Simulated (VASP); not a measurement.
Crystal: MgBe2Te2O.

```
CELL_PARAMETERS angstrom
3.33053 0.00000 0.00000
0.00000 3.33053 0.00000
0.00000 0.00000 10.46966
ATOMIC_POSITIONS crystal
Mg 0.00000 0.00000 0.00000
Be 0.50000 0.00000 0.57531
Be 0.00000 0.50000 0.42469
Te 0.50000 0.00000 0.33759
Te 0.00000 0.50000 0.66241
O 0.50000 0.50000 0.00000
```

| Property | Result |
| --- | --- |
| Program | VASP 6.6.1 |
| Task | relaxation of cell and atoms |
| Functional | PBE |
| Potentials or basis | VASP PAW PBE potentials, release 64 (Mg, Be, Te, O) |
| Cutoff | 600 eV |
| k mesh | 6 × 6 × 2 |
| Occupations | gaussian, width 0.1 eV |
| Spin | no spin polarisation |

At the start: pressure -0.4 GPa; volume 19.36 Å³/atom.

Problem. Where does the relaxation end?

Solution. Over 6 steps the energy falls by 2.6 meV/atom and the volume is 19.10 Å³/atom (-1.3 %); space group P-4m2 (No. 115, to 0.05 Å).

The path:
```tsv
step	energy change (eV)	largest force (eV/Å)	pressure (GPa)	volume (Å³)
1	0.0000	0.2598	-0.37	116.13
2	-0.0076	0.1758	-0.02	115.38
3	-0.0084	0.1326	0.15	115.05
4	-0.0125	0.0857	0.04	115.06
5	-0.0156	0.0183	-0.17	115.08
6	-0.0158	0.0327	0.19	114.58
```

Final structure:
```
Mg Be Te O
1.0
     3.31366    0.00000    0.00000
     0.00000    3.31366    0.00000
     0.00000    0.00000   10.43470
Mg Be Te O
1 2 2 1
Direct
  0.00000 0.00000 0.00000
  0.50000 0.00000 0.56977
  0.00000 0.50000 0.43023
  0.50000 0.00000 0.33680
  0.00000 0.50000 0.66320
  0.50000 0.50000 0.00000
```
